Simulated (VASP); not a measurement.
## PbS (Galena): single point with PBE

Crystal: PbS (Galena).

```xyz
2
Lattice="0.0000 2.9657 2.9657 2.9657 0.0000 2.9657 2.9657 2.9657 0.0000" Properties=species:S:1:pos:R:3 pbc="T T T"
Pb    0.0000    0.0000    0.0000
S     2.9657    2.9657    2.9657
```

| Quantity | Value |
| --- | --- |
| Program | VASP 6.6.1 |
| Task | single point |
| Functional | PBE |
| Potentials or basis | VASP PAW PBE potentials, release 64 (Pb_d, S) |
| Cutoff | 520 eV |
| k mesh | 4 × 4 × 4 |
| Occupations | gaussian, width 0.01 eV |
| Spin | no spin polarisation |

```yaml
Pressure: 2.3 GPa
Band_gap_on_the_k_mesh: 0.36 eV, direct
```

Levels at points of the mesh, in eV from the valence-band top:
| k point | band 7 | band 8 | band 9 | band 10 | band 11 | band 12 | band 13 | band 14 |
| --- | --- | --- | --- | --- | --- | --- | --- | --- |
| (0.00, 0.00, 0.00) | -6.04 | -2.17 | -2.17 | -2.17 | 5.21 | 5.21 | 5.21 | 6.73 |
| (0.50, 0.00, 0.00) | -8.85 | -1.78 | -1.78 | 0.00 | 0.36 | 1.96 | 1.96 | 8.66 |
| (0.50, 0.50, 0.00) | -7.20 | -5.20 | -3.44 | -3.44 | 3.86 | 5.58 | 5.68 | 5.68 |

Wall time 6.1 s on 1 thread of AMD EPYC 7R13 Processor (Zen 3), on a shared host, peak memory 0.14 GiB.

Caveat: the k points lie up to 0.46 Å⁻¹ apart; spin-orbit coupling is left out, which moves the levels of the heavy elements. A k mesh can miss the band edges.
